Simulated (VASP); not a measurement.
# GaAs3 (R-3m) in VASP: single point with PBE

Aim: the single point of GaAs3 with PBE.

All numbers are computed with VASP 6.6.1; they aren't measurements. Logs are shortened: lines on timing, memory, paths and dates and some standing lists are left out, and cuts for length are marked.

## (1) The cell of the first run

Symmetry: R-3m, No. 166, trigonal system. The conventional cell has a = 5.829 Å, b = 5.829 Å, c = 7.958 Å, α = 90.00°, β = 90.00°, γ = 120.00°. Within 3.8 Å of Ga (site symmetry -3m) lie 12 As at 2.91 to 3.14 Å. Within 3.8 Å of As (site symmetry 2/m) lie 8 As at 2.91 to 3.14 Å and 4 Ga at 2.91 to 3.14 Å.

The cell was built from a structure type or drawn by symmetry, and may not be a known phase.

## (2) Single point, PBE

File INCAR:

```
PREC = Accurate ; ENCUT = 500
EDIFF = 1E-6 ; ISMEAR = 0
SIGMA = 0.2 ; LREAL = F
LASPH = T ; NELM = 120
ALGO = Normal ; ISIF = 2
LWAVE = F ; LCHARG = F
GGA = PE ; NBANDS = 22
GGA_COMPAT = F
```

File KPOINTS:

```
Automatic mesh
0
Gamma
  5 5 5
```

File POSCAR:

```
GaAs3
1.0
    2.9143172627      1.6825818561      2.6526511517
   -2.9143172627      1.6825818561      2.6526511517
    0.0000000000     -3.3651637122      2.6526511517
Ga As
1 3
Direct
    0.0000000000      0.0000000000      0.0000000000
    0.5000000000      0.5000000000      0.0000000000
    0.0000000000      0.5000000000      0.5000000000
    0.5000000000      0.0000000000      0.5000000000
```

Potentials or basis: VASP PAW PBE potentials, release 64 (Ga_d, As).

Started as:

```console
$ cat potpaw_PBE.64/Ga_d/POTCAR potpaw_PBE.64/As/POTCAR > POTCAR
$ mpirun -np 1 vasp_std > vasp.out
```

OUTCAR:

```text
PREC = Accurate
   ENCUT = 500
   EDIFF = 1E-6
   ISMEAR = 0
   LREAL = F
   LASPH = T
   NELM = 120
   ISIF = 2
   GGA = PE

 ion  position               nearest neighbor table
   1  0.000  0.000  0.000-   3 2.91   4 2.91   3 2.91   4 2.91   2 2.91   2 2.91
   2  0.500  0.500  0.000-   3 2.91   4 2.91   4 2.91   3 2.91   1 2.91   1 2.91
   3  0.000  0.500  0.500-   1 2.91   2 2.91   1 2.91   2 2.91   4 2.91   4 2.91
   4  0.500  0.000  0.500-   1 2.91   2 2.91   2 2.91   1 2.91   3 2.91   3 2.91

  LATTYP: Found a trigonal (rhomboedric) cell.
 ALAT       =     4.2849603199
 COS(alpha) =     0.0748544927

  Lattice vectors:

 A1 = (   2.9143172627,   1.6825818561,   2.6526511517)
 A2 = (  -2.9143172627,   1.6825818561,   2.6526511517)
 A3 = (   0.0000000000,  -3.3651637122,   2.6526511517)

Analysis of symmetry for initial positions (statically):
=====================================================================
 Subroutine PRICEL returns:
 Original cell was already a primitive cell.

 Routine SETGRP: Setting up the symmetry group for a
 trigonal (rhombohedral) supercell.

 Subroutine GETGRP returns: Found 12 space group operations
 (whereof 12 operations were pure point group operations)
 out of a pool of 12 trial point group operations.

The static configuration has the point symmetry D_3d.

Analysis of symmetry for dynamics (positions and initial velocities):
=====================================================================
 Subroutine PRICEL returns:
 Original cell was already a primitive cell.

 Routine SETGRP: Setting up the symmetry group for a
 trigonal (rhombohedral) supercell.

 Subroutine GETGRP returns: Found 12 space group operations
 (whereof 12 operations were pure point group operations)
 out of a pool of 12 trial point group operations.

The dynamic configuration has the point symmetry D_3d.

 Subroutine INISYM returns: Found 12 space group operations
 (whereof 12 operations are pure point group operations),
 and found     1 'primitive' translations

----------------------------------------------------------------------------------------

                                     Primitive cell

  volume of cell :      78.0449

  direct lattice vectors                    reciprocal lattice vectors
     2.914317263  1.682581856  2.652651152     0.171566770  0.099054121  0.125660448
    -2.914317263  1.682581856  2.652651152    -0.171566770  0.099054121  0.125660448
     0.000000000 -3.365163712  2.652651152     0.000000000 -0.198108242  0.125660448

  length of vectors
     4.284960320  4.284960320  4.284960320     0.234600562  0.234600562  0.234600562

  position of ions in fractional coordinates (direct lattice)
     0.000000000  0.000000000  0.000000000
     0.500000000  0.500000000  0.000000000
     0.000000000  0.500000000  0.500000000
     0.500000000  0.000000000  0.500000000

  ion indices of the primitive-cell ions
   primitive index   ion index
                 1           1
                 2           2
                 3           3
                 4           4

----------------------------------------------------------------------------------------

 KPOINTS: Automatic mesh

Automatic generation of k-mesh.
 Grid dimensions read from file:
 generate k-points for:    5    5    5

 Generating k-lattice:

  Cartesian coordinates                     Fractional coordinates (reciprocal lattice)
     0.034313354  0.019810824  0.025132090     0.200000000  0.000000000 -0.000000000
    -0.034313354  0.019810824  0.025132090     0.000000000  0.200000000 -0.000000000
     0.000000000 -0.039621648  0.025132090    -0.000000000 -0.000000000  0.200000000

  Length of vectors
     0.046920112  0.046920112  0.046920112

  Shift w.r.t. Gamma in fractional coordinates (k-lattice)
     0.000000000  0.000000000  0.000000000

 Subroutine IBZKPT returns following result:
 ===========================================

 Found     19 irreducible k-points:

 Following reciprocal coordinates:
            Coordinates               Weight
  0.000000  0.000000  0.000000      1.000000
  0.200000  0.000000 -0.000000      6.000000
  0.400000  0.000000 -0.000000      6.000000
  0.200000  0.200000 -0.000000      6.000000
  0.400000  0.200000  0.000000     12.000000
 -0.400000  0.200000  0.000000     12.000000
[... 11 lines left out ...]
  0.400000  0.400000  0.400000      2.000000
 -0.400000  0.400000  0.400000      6.000000
   k-points           NKPTS =     19   k-points in BZ     NKDIM =     19   number of bands    NBANDS=     22
   number of dos      NEDOS =    301   number of ions     NIONS =      4
   total plane-waves  NPLWV =  32768
   dimension x,y,z NGX =    32 NGY =   32 NGZ =   32
   dimension x,y,z NGXF=    64 NGYF=   64 NGZF=   64
   ions per type =               1   3
   NGX,Y,Z   is equivalent  to a cutoff of  12.42, 12.42, 12.42 a.u.
   NGXF,Y,Z  is equivalent  to a cutoff of  24.83, 24.83, 24.83 a.u.
 SYSTEM =  unknown system
   PREC   = accura    normal or accurate (medium, high low for compatibility)
   ISTART =      0    job   : 0-new  1-cont  2-samecut
   ICHARG =      2    charge: 1-file 2-atom 10-const
   ISPIN  =      1    spin polarized calculation?
   LNONCOLLINEAR =      F non collinear calculations
   LSORBIT =      F    spin-orbit coupling
   LASPH  =      T    aspherical Exc in radial PAW
   ENCUT  =  500.0 eV  36.75 Ry    6.06 a.u.   7.81  7.81  7.81*2*pi/ulx,y,z
   NELM   =    120;   NELMIN=  2; NELMDL= -5     # of ELM steps
   EDIFF  = 0.1E-05   stopping-criterion for ELM
   LREAL  =      F    real-space projection
   EDIFFG = 0.1E-04   stopping-criterion for IOM
   NSW    =      0    number of steps for IOM
   IBRION =     -1    ionic relax: 0-MD 1-quasi-New 2-CG
   NFREE  =      0    steps in history (QN), initial steepest desc. (CG)
   ISIF   =      2    stress and relaxation
   ISYM   =      2    0-nonsym 1-usesym 2-fastsym
   POTIM  = 0.5000    time-step for ionic-motion
   TEBEG  =    0.0;   TEEND  =   0.0 temperature during run
   PSTRESS=    0.0 pullay stress
   NELECT =      28.0000    total number of electrons
   NUPDOWN=      -1.0000    fix difference up-down
   EMIN   =  10.00;   EMAX   =-10.00  energy-range for DOS
   EFERMI =   0.00;   METHOD = LEGACY
   ISMEAR =     0;   SIGMA  =   0.20  broadening in eV -4-tet -1-fermi 0-gaus
   EFERMI_NEDOS =   21; number of points for ismear=-14 and -15
   IALGO  =     38    algorithm
   IMIX   =      4    mixing-type and parameters
     AMIX     =   0.40;   BMIX     =  1.00
     AMIX_MAG =   1.60;   BMIX_MAG =  1.00
  volume/ion in A,a.u.               =      19.51       131.67
  Fermi-wavevector in a.u.,A,eV,Ry     =   1.163267  2.198256 18.411266  1.353190
  Thomas-Fermi vector in A             =   2.299819
   LORBIT       =      0    0 simple, 1 ext, 2 COOP (PROOUT), +10 PAW based schemes
   GGA     = PE    functional components
   LHFCALC =     F    Hartree Fock is set to
   AEXX    =    0.0000 exact exchange contribution
   IVDW    =     0    specifies the selected vdW correction
   LEPSILON=     F    determine dielectric tensor
   LRPA    =     F    only Hartree local field effects (RPA)
 non-spin polarized calculation
 Gauss-broadening in eV      SIGMA  =   0.20
  energy-cutoff  :      500.00
  volume of cell :       78.04
 maximum number of plane-waves:      2001
   NGX = 15   NGY = 15   NGZ = 15

 number of electron      28.0000004 magnetization

 Free energy of the ion-electron system (eV)
  ---------------------------------------------------
  ext. energy  EPLUGINS =         0.00000000
  ---------------------------------------------------
  free energy    TOTEN  =       -15.57187863 eV

  energy without entropy =      -15.53937882  energy(sigma->0) =      -15.55562872

 E-fermi :   5.9992     XC(G=0): -10.6961

 val. band max:        5.9608729309   @ k =  -0.4000   0.4000   0.2000
 cond. band min:       6.0114383060   @ k =   0.0000   0.0000   0.0000
 fundamental gap:      0.0505653751
 Fermi energy:         5.9992007409

 k-point     1 :       0.0000    0.0000    0.0000
  band No.  band energies     occupation
      1      -8.9444      2.00000
      2      -8.9444      2.00000
      3      -8.9388      2.00000
      4      -8.9201      2.00000
      5      -8.9201      2.00000
      6      -8.3155      2.00000
[... 14 lines left out ...]
     21      11.2743      0.00000
     22      11.9554      0.00000

 k-point     2 :       0.2000    0.0000   -0.0000
  band No.  band energies     occupation
      1      -8.9413      2.00000
      2      -8.9404      2.00000
      3      -8.9382      2.00000
      4      -8.9234      2.00000
      5      -8.9205      2.00000
      6      -8.0284      2.00000
[... 14 lines left out ...]
     21      12.6654      0.00000
     22      12.8317      0.00000

 k-point     3 :       0.4000    0.0000   -0.0000
  band No.  band energies     occupation
      1      -8.9405      2.00000
      2      -8.9365      2.00000
      3      -8.9353      2.00000
      4      -8.9287      2.00000
      5      -8.9198      2.00000
      6      -7.2265      2.00000
[... 14 lines left out ...]
     21      12.0864      0.00000
     22      13.2521      0.00000

 k-point     4 :       0.2000    0.2000   -0.0000
  band No.  band energies     occupation
      1      -8.9479      2.00000
      2      -8.9385      2.00000
      3      -8.9351      2.00000
      4      -8.9261      2.00000
      5      -8.9218      2.00000
      6      -7.7848      2.00000
[... 14 lines left out ...]
     21      12.7037      0.00000
     22      12.9073      0.00000

 k-point     5 :       0.4000    0.2000    0.0000
  band No.  band energies     occupation
      1      -8.9535      2.00000
      2      -8.9355      2.00000
      3      -8.9308      2.00000
      4      -8.9294      2.00000
      5      -8.9205      2.00000
      6      -7.0220      2.00000
[... 292 lines left out ...]
 k-point    17 :      -0.4000   -0.4000    0.2000
  band No.  band energies     occupation
      1      -8.9684      2.00000
      2      -8.9464      2.00000
      3      -8.9358      2.00000
      4      -8.9225      2.00000
      5      -8.9132      2.00000
      6      -5.8643      2.00000
[... 14 lines left out ...]
     21      13.1065      0.00000
     22      14.9690      0.00000

 k-point    18 :       0.4000    0.4000    0.4000
  band No.  band energies     occupation
      1      -8.9805      2.00000
      2      -8.9533      2.00000
      3      -8.9533      2.00000
      4      -8.9122      2.00000
      5      -8.9122      2.00000
      6      -5.8177      2.00000
[... 14 lines left out ...]
     21      14.0200      0.00000
     22      15.9058      0.00000

 k-point    19 :      -0.4000    0.4000    0.4000
  band No.  band energies     occupation
      1      -8.9757      2.00000
      2      -8.9554      2.00000
      3      -8.9511      2.00000
      4      -8.9125      2.00000
      5      -8.9122      2.00000
      6      -5.3311      2.00000
[... 14 lines left out ...]
     21      13.6244      0.00000
     22      15.3564      0.00000

------------------------ aborting loop because EDIFF is reached ----------------------------------------

  FORCE on cell =-STRESS in cart. coord.  units (eV):
  Direction    XX          YY          ZZ          XY          YZ          ZX
  --------------------------------------------------------------------------------------
  -------------------------------------------------------------------------------------
  Total        0.2769812      0.2769812      0.0109304      0.0000000      0.0000000      0.0000000
  in kB        5.6861266      5.6861266      0.2243897      0.0000000      0.0000000      0.0000000
  external PRESSURE =       3.8655476 kB  Pullay stress =       0.0000000 kB

 VOLUME and BASIS-vectors are now :
 -----------------------------------------------------------------------------
  energy-cutoff  :      500.00
  volume of cell :       78.04
      direct lattice vectors                 reciprocal lattice vectors
     2.914317263  1.682581856  2.652651152     0.171566770  0.099054121  0.125660448
    -2.914317263  1.682581856  2.652651152    -0.171566770  0.099054121  0.125660448
     0.000000000 -3.365163712  2.652651152     0.000000000 -0.198108242  0.125660448

 POSITION                                       TOTAL-FORCE (eV/Angst)
 -----------------------------------------------------------------------------------
      0.00000      0.00000      0.00000         0.000000      0.000000      0.000000
      0.00000      1.68258      2.65265         0.000000     -0.000000      0.000000
     -1.45716     -0.84129      2.65265        -0.000000     -0.000000      0.000000
      1.45716     -0.84129      2.65265         0.000000      0.000000     -0.000000
 -----------------------------------------------------------------------------------
    total drift:                               -0.000000      0.000000     -0.000000

  FREE ENERGIE OF THE ION-ELECTRON SYSTEM (eV)
  ---------------------------------------------------
  free  energy   TOTEN  =       -15.5718786278 eV

  energy  without entropy=      -15.5393788196  energy(sigma->0) =      -15.55562872
```

Wall time 18 s (1 thread of Intel Xeon Platinum 8488C (Sapphire Rapids), shared host); peak memory 0.18 GiB.

Results:

| Quantity | Value |
| --- | --- |
| Free energy | -15.5719 eV |
| Pressure | 0.4 GPa |
| Band gap on the k mesh | zero (bands 14 and 15 overlap by 3.13 eV) |

Levels at points of the mesh, in eV from the Fermi level:
```csv
k point,band 10,band 11,band 12,band 13,band 14,band 15,band 16,band 17,band 18,band 19
"(0.00, 0.00, 0.00)",-4.87,-4.87,-3.97,0.01,0.01,1.37,1.58,2.91,2.91,5.17
```
